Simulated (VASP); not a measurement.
Set up this calculation in VASP 6.6.1, as the native input.

| Property | Result |
| --- | --- |
| Task | single point |
| Functional | PBEsol |
| Potentials or basis | VASP PAW PBE potentials, release 64 (Cd, S) |
| Cutoff | 520 eV |
| k mesh | 8 × 8 × 8 |
| Occupations | gaussian, width 0.01 eV |
| Spin | non-collinear spin, zero start, spin-orbit coupling |
| Starting moments | [[0.0, 0.0, 0.0], [0.0, 0.0, 0.0]] μB |
| Dipole correction | no |
| Further INCAR settings | ALGO = Normal; EDIFF = 1e-06; NBANDS = 30 |

The structure of CdS lies in POSCAR:

```
CdS
1.0
    2.8241375675      2.8241375675      0.0000000000
   -2.8241375675      2.8241375675      0.0000000000
    0.0000000000      2.8241375675      2.8241375675
Cd S
1 1
Direct
    0.0000000000      0.0000000000      0.0000000000
    0.7500000000      0.2500000000      0.5000000000
```

The input as run:

INCAR

```
ALGO = Normal
EDIFF = 1E-6
ENCUT = 520
GGA = PS
GGA_COMPAT = F
ISIF = 2
ISMEAR = 0
LASPH = T
LCHARG = F
LORBIT = 11
LORBMOM = T
LREAL = F
LSORBIT = T
LWAVE = F
MAGMOM = 0 0 0 0 0 0
NBANDS = 30
NELM = 150
PREC = Accurate
SIGMA = 0.01
```

KPOINTS

```
k-points
0
Gamma
  8 8 8
```

Potentials or basis: VASP PAW PBE potentials, release 64 (Cd, S).

Launch:

```sh
$ cat potpaw_PBE.64/Cd/POTCAR potpaw_PBE.64/S/POTCAR > POTCAR
$ mpirun -np 1 vasp_ncl > vasp.out
```

Results of the run:

```yaml
Pressure: 7.5 GPa
Net_moment: 0.00 μB per cell
Valence_electrons_inside_the_program's_atomic_spheres: Cd 10.41; S 3.74
```

Caveat: the cell stands under pressure; the PAW data sets were made with another functional, which shifts forces and pressure a little.

Wall time 92 s on 1 thread of Intel(R) Xeon(R) 6975P-C (Granite Rapids), on a shared host, peak memory 0.32 GiB.
